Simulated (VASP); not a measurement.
# AlCo (rocksalt type) (Fm-3m) in VASP: notebook

The runs below take AlCo (rocksalt type) through single point, with r2SCAN.

All numbers are computed with VASP 6.6.1; they aren't measurements. Logs are shortened: lines on timing, memory, paths and dates and some standing lists are left out, and cuts for length are marked.

## 1. The cell of the first run

It takes space group Fm-3m (No. 225, cubic). The conventional cell has a = 4.397 Å, b = 4.397 Å, c = 4.397 Å, α = 90.00°, β = 90.00°, γ = 90.00°. Within 2.9 Å of Co (site symmetry m-3m) lie 6 Al at 2.20 Å. Al (site symmetry m-3m) has 6 Co at 2.20 Å within 2.9 Å.

## 2. Single point, r2SCAN (10.63 Å³/atom)

The input, POSCAR:

```
AlCo
1.0
    0.0000000000      2.1984315288      2.1984315288
    2.1984315288      0.0000000000      2.1984315288
    2.1984315288      2.1984315288      0.0000000000
Co Al
1 1
Direct
    0.0000000000      0.0000000000      0.0000000000
    0.5000000000      0.5000000000      0.5000000000
```

The input, INCAR.step1:

```
ALGO = Normal
EDIFF = 1E-4
ENCUT = 520
GGA = PE
ISMEAR = -1
LASPH = T
LCHARG = F
LREAL = F
LWAVE = T
NBANDS = 13
NELM = 80
PREC = Accurate
SIGMA = 0.08
```

The input, INCAR.step2:

```
ALGO = Normal
EDIFF = 1E-7
ENCUT = 520
ISIF = 2
ISMEAR = -1
ISTART = 1
LASPH = T
LCHARG = F
LMIXTAU = T
LREAL = F
LWAVE = F
METAGGA = R2SCAN
NBANDS = 13
NELM = 80
PREC = Accurate
SIGMA = 0.08
```

The input, KPOINTS:

```
k-points
0
Gamma
  15 15 15
```

Potentials or basis: VASP PAW PBE potentials, release 64 (Co, Al).

Command:

```bash
$ cat potpaw_PBE.64/Co/POTCAR potpaw_PBE.64/Al/POTCAR > POTCAR
$ cp INCAR.step1 INCAR
$ mpirun -np 1 vasp_std > vasp.out
$ cp INCAR.step2 INCAR
$ mpirun -np 1 vasp_std > vasp.out
```

OUTCAR:

```text
EDIFF = 1E-7
   ENCUT = 520
   ISIF = 2
   ISMEAR = -1
   ISTART = 1
   LASPH = T
   LREAL = F
   METAGGA = R2SCAN
   NELM = 80
   PREC = Accurate

 ion  position               nearest neighbor table
   1  0.000  0.000  0.000-   2 2.20   2 2.20   2 2.20   2 2.20   2 2.20   2 2.20
   2  0.500  0.500  0.500-   1 2.20   1 2.20   1 2.20   1 2.20   1 2.20   1 2.20

  LATTYP: Found a face centered cubic cell.
 ALAT       =     4.3968630576

  Lattice vectors:

 A1 = (   0.0000000000,   2.1984315288,   2.1984315288)
 A2 = (   2.1984315288,   0.0000000000,   2.1984315288)
 A3 = (   2.1984315288,   2.1984315288,   0.0000000000)

Analysis of symmetry for initial positions (statically):
=====================================================================
 Subroutine PRICEL returns:
 Original cell was already a primitive cell.

 Routine SETGRP: Setting up the symmetry group for a
 face centered cubic supercell.

 Subroutine GETGRP returns: Found 48 space group operations
 (whereof 48 operations were pure point group operations)
 out of a pool of 48 trial point group operations.

The static configuration has the point symmetry O_h .

Analysis of symmetry for dynamics (positions and initial velocities):
=====================================================================
 Subroutine PRICEL returns:
 Original cell was already a primitive cell.

 Routine SETGRP: Setting up the symmetry group for a
 face centered cubic supercell.

 Subroutine GETGRP returns: Found 48 space group operations
 (whereof 48 operations were pure point group operations)
 out of a pool of 48 trial point group operations.

The dynamic configuration has the point symmetry O_h .

 Subroutine INISYM returns: Found 48 space group operations
 (whereof 48 operations are pure point group operations),
 and found     1 'primitive' translations

----------------------------------------------------------------------------------------

                                     Primitive cell

  volume of cell :      21.2505

  direct lattice vectors                    reciprocal lattice vectors
     0.000000000  2.198431529  2.198431529    -0.227434875  0.227434875  0.227434875
     2.198431529  0.000000000  2.198431529     0.227434875 -0.227434875  0.227434875
     2.198431529  2.198431529  0.000000000     0.227434875  0.227434875 -0.227434875

  length of vectors
     3.109051684  3.109051684  3.109051684     0.393928759  0.393928759  0.393928759

  position of ions in fractional coordinates (direct lattice)
     0.000000000  0.000000000  0.000000000
     0.500000000  0.500000000  0.500000000

  ion indices of the primitive-cell ions
   primitive index   ion index
                 1           1
                 2           2

----------------------------------------------------------------------------------------

 KPOINTS: k-points

Automatic generation of k-mesh.
 Grid dimensions read from file:
 generate k-points for:   15   15   15

 Generating k-lattice:

  Cartesian coordinates                     Fractional coordinates (reciprocal lattice)
    -0.015162325  0.015162325  0.015162325     0.066666667  0.000000000  0.000000000
     0.015162325 -0.015162325  0.015162325     0.000000000  0.066666667  0.000000000
     0.015162325  0.015162325 -0.015162325     0.000000000  0.000000000  0.066666667

  Length of vectors
     0.026261917  0.026261917  0.026261917

  Shift w.r.t. Gamma in fractional coordinates (k-lattice)
     0.000000000  0.000000000  0.000000000

 Subroutine IBZKPT returns following result:
 ===========================================

 Found    120 irreducible k-points:

 Following reciprocal coordinates:
            Coordinates               Weight
  0.000000  0.000000  0.000000      1.000000
  0.066667  0.000000  0.000000      8.000000
  0.133333  0.000000  0.000000      8.000000
  0.200000  0.000000  0.000000      8.000000
  0.266667  0.000000  0.000000      8.000000
  0.333333  0.000000  0.000000      8.000000
[... 16 lines left out ...]
  0.133333  0.133333  0.000000      6.000000
  0.200000  0.133333  0.000000     24.000000
 [... further k-points ...]
   k-points           NKPTS =    120   k-points in BZ     NKDIM =    120   number of bands    NBANDS=     13
   number of dos      NEDOS =    301   number of ions     NIONS =      2
   total plane-waves  NPLWV =  13824
   dimension x,y,z NGX =    24 NGY =   24 NGZ =   24
   dimension x,y,z NGXF=    48 NGYF=   48 NGZF=   48
   ions per type =               1   1
   NGX,Y,Z   is equivalent  to a cutoff of  12.83, 12.83, 12.83 a.u.
   NGXF,Y,Z  is equivalent  to a cutoff of  25.67, 25.67, 25.67 a.u.
 SYSTEM =  unknown system
   PREC   = accura    normal or accurate (medium, high low for compatibility)
   ISTART =      1    job   : 0-new  1-cont  2-samecut
   ICHARG =      0    charge: 1-file 2-atom 10-const
   ISPIN  =      1    spin polarized calculation?
   LNONCOLLINEAR =      F non collinear calculations
   LSORBIT =      F    spin-orbit coupling
   LASPH  =      T    aspherical Exc in radial PAW
   ENCUT  =  520.0 eV  38.22 Ry    6.18 a.u.   5.78  5.78  5.78*2*pi/ulx,y,z
   NELM   =     80;   NELMIN=  2; NELMDL=  0     # of ELM steps
   EDIFF  = 0.1E-06   stopping-criterion for ELM
   LREAL  =      F    real-space projection
   EDIFFG = 0.1E-05   stopping-criterion for IOM
   NSW    =      0    number of steps for IOM
   IBRION =     -1    ionic relax: 0-MD 1-quasi-New 2-CG
   NFREE  =      0    steps in history (QN), initial steepest desc. (CG)
   ISIF   =      2    stress and relaxation
   ISYM   =      2    0-nonsym 1-usesym 2-fastsym
   POTIM  = 0.5000    time-step for ionic-motion
   TEBEG  =    0.0;   TEEND  =   0.0 temperature during run
   PSTRESS=    0.0 pullay stress
   NELECT =      12.0000    total number of electrons
   NUPDOWN=      -1.0000    fix difference up-down
   EMIN   =  10.00;   EMAX   =-10.00  energy-range for DOS
   EFERMI =   0.00;   METHOD = LEGACY
   ISMEAR =    -1;   SIGMA  =   0.08  broadening in eV -4-tet -1-fermi 0-gaus
   EFERMI_NEDOS =   21; number of points for ismear=-14 and -15
   IALGO  =     38    algorithm
   IMIX   =      4    mixing-type and parameters
     AMIX     =   0.40;   BMIX     =  1.00
     AMIX_MAG =   1.60;   BMIX_MAG =  1.00
  volume/ion in A,a.u.               =      10.63        71.70
  Fermi-wavevector in a.u.,A,eV,Ry     =   1.353149  2.557081 24.912435  1.831012
  Thomas-Fermi vector in A             =   2.480429
   LORBIT       =      0    0 simple, 1 ext, 2 COOP (PROOUT), +10 PAW based schemes
   METAGGA = R2SCAN    functional components
   LHFCALC =     F    Hartree Fock is set to
   AEXX    =    0.0000 exact exchange contribution
   IVDW    =     0    specifies the selected vdW correction
   LEPSILON=     F    determine dielectric tensor
   LRPA    =     F    only Hartree local field effects (RPA)
 non-spin polarized calculation
  energy-cutoff  :      520.00
  volume of cell :       21.25
 maximum number of plane-waves:       586
   NGX = 11   NGY = 11   NGZ = 11

 number of electron      11.9999993 magnetization

 Free energy of the ion-electron system (eV)
  ---------------------------------------------------
  ext. energy  EPLUGINS =         0.00000000
  ---------------------------------------------------
  free energy    TOTEN  =       -18.48628593 eV

  energy without entropy =      -18.46749731  energy(sigma->0) =      -18.47689162

 E-fermi :  11.7283     XC(G=0): -13.6054

 val. band max:       11.7268805595   @ k =  -0.3333   0.4667   0.1333
 cond. band min:      11.7326619886   @ k =  -0.4000   0.4000   0.0000
 fundamental gap:      0.0057814292
 Fermi energy:        11.7282725794

 k-point     1 :       0.0000    0.0000    0.0000
  band No.  band energies     occupation
      1      -0.4806      2.00000
      2       9.3756      2.00000
      3       9.3756      2.00000
      4       9.3756      2.00000
      5       9.6593      2.00000
      6       9.6593      2.00000
      7      21.5791      0.00000
      8      21.5791      0.00000
      9      21.5791      0.00000
     10      24.5426      0.00000
     11      24.8300      0.00000
     12      24.8300      0.00000
     13      24.8300      0.00000

 k-point     2 :       0.0667    0.0000    0.0000
  band No.  band energies     occupation
      1      -0.3675      2.00000
      2       9.3098      2.00000
      3       9.4035      2.00000
      4       9.4035      2.00000
      5       9.6465      2.00000
      6       9.6466      2.00000
      7      20.6820      0.00000
      8      21.4999      0.00000
      9      21.4999      0.00000
     10      23.7721      0.00000
     11      25.0365      0.00000
     12      25.0365      0.00000
     13      26.4470      0.00000

 k-point     3 :       0.1333    0.0000    0.0000
  band No.  band energies     occupation
      1      -0.0305      2.00000
      2       9.1160      2.00000
      3       9.4110      2.00000
      4       9.4110      2.00000
      5       9.6872      2.00000
      6       9.6872      2.00000
      7      18.8438      0.00000
      8      21.3083      0.00000
      9      21.3083      0.00000
     10      23.5401      0.00000
     11      25.5249      0.00000
     12      25.5249      0.00000
     13      28.1558      0.00000

 k-point     4 :       0.2000    0.0000    0.0000
  band No.  band energies     occupation
      1       0.5229      2.00000
      2       8.7982      2.00000
      3       9.3093      2.00000
      4       9.3093      2.00000
      5       9.8747      2.00000
      6       9.8747      2.00000
      7      16.8952      0.00000
      8      21.0719      0.00000
      9      21.0719      0.00000
     10      23.4152      0.00000
     11      25.6315      0.00000
     12      25.6315      0.00000
     13      27.5653      0.00000

 k-point     5 :       0.2667    0.0000    0.0000
  band No.  band energies     occupation
      1       1.2792      2.00000
      2       8.3433      2.00000
      3       9.1672      2.00000
      4       9.1672      2.00000
      5      10.1391      2.00000
      6      10.1391      2.00000
      7      15.1039      0.00000
      8      20.8196      0.00000
      9      20.8196      0.00000
     10      23.2537      0.00000
     11      24.8553      0.00000
     12      24.8553      0.00000
     13      28.3586      0.00000
[... 257 lines left out ...]
 k-point    22 :      -0.0667    0.0667    0.0000
  band No.  band energies     occupation
      1      -0.1798      2.00000
      2       9.2091      2.00000
      3       9.4045      2.00000
      4       9.4650      2.00000
      5       9.5682      2.00000
      6       9.7081      2.00000
      7      20.1130      0.00000
      8      20.2167      0.00000
      9      21.9985      0.00000
     10      23.6435      0.00000
     11      24.9470      0.00000
     12      25.6663      0.00000
     13      27.6648      0.00000

 k-point    23 :       0.1333    0.1333    0.0000
  band No.  band energies     occupation
      1       0.1179      2.00000
      2       9.0730      2.00000
      3       9.3711      2.00000
      4       9.5398      2.00000
      5       9.5398      2.00000
      6       9.7582      2.00000
      7      19.6894      0.00000
      8      19.6894      0.00000
      9      21.4548      0.00000
     10      22.1247      0.00000
     11      25.0145      0.00000
     12      26.7086      0.00000
     13      26.7086      0.00000

 k-point    24 :       0.2000    0.1333    0.0000
  band No.  band energies     occupation
      1       0.5225      2.00000
      2       8.8802      2.00000
      3       9.1985      2.00000
      4       9.5516      2.00000
      5       9.6799      2.00000
      6       9.8859      2.00000
      7      18.2630      0.00000
      8      19.0908      0.00000
      9      21.5350      0.00000
     10      22.3510      0.00000
     11      23.4548      0.00000
     12      27.0254      0.00000
     13      27.3263      0.00000

 [... further k-points ...]

------------------------ aborting loop because EDIFF is reached ----------------------------------------

  FORCE on cell =-STRESS in cart. coord.  units (eV):
  Direction    XX          YY          ZZ          XY          YZ          ZX
  --------------------------------------------------------------------------------------
  -------------------------------------------------------------------------------------
  Total        6.1447580      6.1447580      6.1447580      0.0000000     -0.0000000      0.0000000
  in kB      463.2831859    463.2831859    463.2831859      0.0000000     -0.0000000      0.0000000
  external PRESSURE =     463.2831859 kB  Pullay stress =       0.0000000 kB

 VOLUME and BASIS-vectors are now :
 -----------------------------------------------------------------------------
  energy-cutoff  :      520.00
  volume of cell :       21.25
      direct lattice vectors                 reciprocal lattice vectors
     0.000000000  2.198431529  2.198431529    -0.227434875  0.227434875  0.227434875
     2.198431529  0.000000000  2.198431529     0.227434875 -0.227434875  0.227434875
     2.198431529  2.198431529  0.000000000     0.227434875  0.227434875 -0.227434875

 POSITION                                       TOTAL-FORCE (eV/Angst)
 -----------------------------------------------------------------------------------
      0.00000      0.00000      0.00000        -0.000000     -0.000000     -0.000000
      2.19843      2.19843      2.19843         0.000000      0.000000      0.000000
 -----------------------------------------------------------------------------------
    total drift:                                0.000000     -0.000000     -0.000000

  FREE ENERGIE OF THE ION-ELECTRON SYSTEM (eV)
  ---------------------------------------------------
  free  energy   TOTEN  =       -18.4862859311 eV

  energy  without entropy=      -18.4674973083  energy(sigma->0) =      -18.47689162
```

Run time: 2.3 min. Hardware: 1 thread of Intel Xeon 8259CL, shared host; peak memory 0.17 GiB.

Results:

```yaml
Free_energy: -18.4863 eV
Pressure: 46.3 GPa
Band_gap_on_the_k_mesh: zero (bands 6 and 7 overlap by 0.12 eV)
```

Caveat: the cell stands under pressure; the PAW data sets were made with another functional, which shifts forces and pressure a little; the run has no spin polarisation, though such a crystal can be magnetic.

## 3. Single point, r2SCAN (11.69 Å³/atom)

This run uses another cell than the first one, of 11.69 Å³/atom.

The input, POSCAR:

```
AlCo
1.0
    0.0000000000      2.2693971524      2.2693971524
    2.2693971524      0.0000000000      2.2693971524
    2.2693971524      2.2693971524      0.0000000000
Co Al
1 1
Direct
    0.0000000000      0.0000000000      0.0000000000
    0.5000000000      0.5000000000      0.5000000000
```

The input, INCAR.step1:

```
SYSTEM = AlCo
ALGO = Normal
EDIFF = 1E-4
ENCUT = 520
GGA = PE
ISMEAR = -1
LASPH = .TRUE.
LCHARG = .FALSE.
LREAL = .FALSE.
LWAVE = .TRUE.
NBANDS = 13
NELM = 60
PREC = Accurate
SIGMA = 0.08
```

The input, INCAR.step2:

```
SYSTEM = AlCo
ALGO = Normal
EDIFF = 1E-7
ENCUT = 520
ISIF = 2
ISMEAR = -1
ISTART = 1
LASPH = .TRUE.
LCHARG = .TRUE.
LELF = .TRUE.
LMIXTAU = .TRUE.
LREAL = .FALSE.
LVHAR = .TRUE.
LWAVE = .FALSE.
METAGGA = R2SCAN
NBANDS = 13
NELM = 60
PREC = Accurate
SIGMA = 0.08
```

The input, KPOINTS:

```
k-points
0
G
  15 15 15
  0 0 0
```

Potentials or basis: VASP PAW PBE potentials, release 64 (Co, Al).

Command:

```bash
$ cat potpaw_PBE.64/Co/POTCAR potpaw_PBE.64/Al/POTCAR > POTCAR
$ cp INCAR.step1 INCAR
$ mpirun -np 1 vasp_std > vasp.out
$ cp INCAR.step2 INCAR
$ mpirun -np 1 vasp_std > vasp.out
```

Wall time 2.6 min (1 thread of Intel Xeon 8259CL, shared host); peak memory 0.17 GiB.

It converged, with:

- Free energy: -18.9249 eV
- Pressure: 21.6 GPa
- Band gap on the k mesh: zero (bands 6 and 7 overlap by 0.12 eV)

Levels at points of the mesh, in eV from the Fermi level:
```
           k point  band 3  band 4  band 5  band 6  band 7  band 8  band 9  band 10
(0.00, 0.00, 0.00)   -1.98   -1.98   -1.76   -1.76    9.02    9.02    9.02    12.52
```

Caveat: the cell stands under pressure; the PAW data sets were made with another functional, which shifts forces and pressure a little; the run has no spin polarisation, though such a crystal can be magnetic. Spin polarisation is off, so any magnetic state and its effect on volume and gap are missing.

(Continued in part 2 of 2.)

The gap in the log of VASP goes by the Fermi energy; the results here count the filled bands.